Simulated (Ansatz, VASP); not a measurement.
## One calculation of Rh, two programs

```xyz
4
Lattice="2.6737 0.0000 0.0000 -1.3368 2.3155 0.0000 0.0000 0.0000 8.7390" Properties=species:S:1:pos:R:3 pbc="T T T"
Rh    1.3368    0.7718    6.5543
Rh    0.0000    0.0000    4.3695
Rh    0.0000    1.5436    2.1848
Rh    0.0000    0.0000    0.0000
```

Alike in both runs: task single point; functional PBE; k mesh 11 × 11 × 3; occupations fermi-dirac, width 0.05 eV; no spin polarisation.

```csv
,VASP,Ansatz
version,VASP 6.6.1,Ansatz 0.2.0
potentials or method,"VASP PAW PBE potentials, release 64 (Rh_pv)",Ansatz PAW
plane-wave cutoff (eV),520,420
valence electrons in the cell,60,68
```

Ansatz gave:

| Quantity | Value |
| --- | --- |
| gap on the k mesh at the Fermi level (eV) | none |
| pressure (GPa) | 11.3 |
| traceless stress, the component that is largest in VASP (GPa) | -1.12 |

What did VASP give for the same quantities?

gap on the k mesh at the Fermi level (eV): none; pressure (GPa): 11.3; traceless stress, the component that is largest in VASP (GPa): -1.11.

A gap of «none» marks a metal or a gap that the smearing closes. VASP's potentials hold 60 valence electrons a cell and Ansatz's 68, so a difference there can come from the potentials and not from the codes.
